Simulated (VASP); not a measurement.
The system is Na4HF3.

```
Na H F
1.0
     4.72748    0.00000    0.00000
     0.00000    4.72748    0.00000
     0.00000    0.00000    4.72748
Na H F
4 1 3
Cartesian
  0.0000 0.0000 0.0000
  2.3637 2.3637 0.0000
  2.3637 0.0000 2.3637
  0.0000 2.3637 2.3637
  2.3637 2.3637 2.3637
  0.0000 0.0000 2.3637
  0.0000 2.3637 0.0000
  2.3637 0.0000 0.0000
```

Base run:

```yaml
Program: VASP 6.6.1
Functional: LDA
Potentials_or_basis: VASP PAW LDA potentials, release 64 (Na_pv, H, F)
Cutoff: 520 eV
k_mesh: 6 × 6 × 6
Occupations: gaussian, width 0.02 eV
Spin: no spin polarisation
```

Its results: band gap on the k mesh 4.73 eV, indirect (least direct gap 4.90 eV); pressure -4.9 GPa.

**Question.** The run is repeated on the same cell with these changes: functional from LDA to PBE; potentials or basis from VASP PAW LDA potentials, release 64 (Na_pv, H, F) to VASP PAW PBE potentials, release 64 (Na_pv, H, F). What comes out?

**Answer.** Band gap on the k mesh 5.15 eV, indirect (least direct gap 5.31 eV); pressure -0.2 GPa.

A k mesh can miss the band edges.
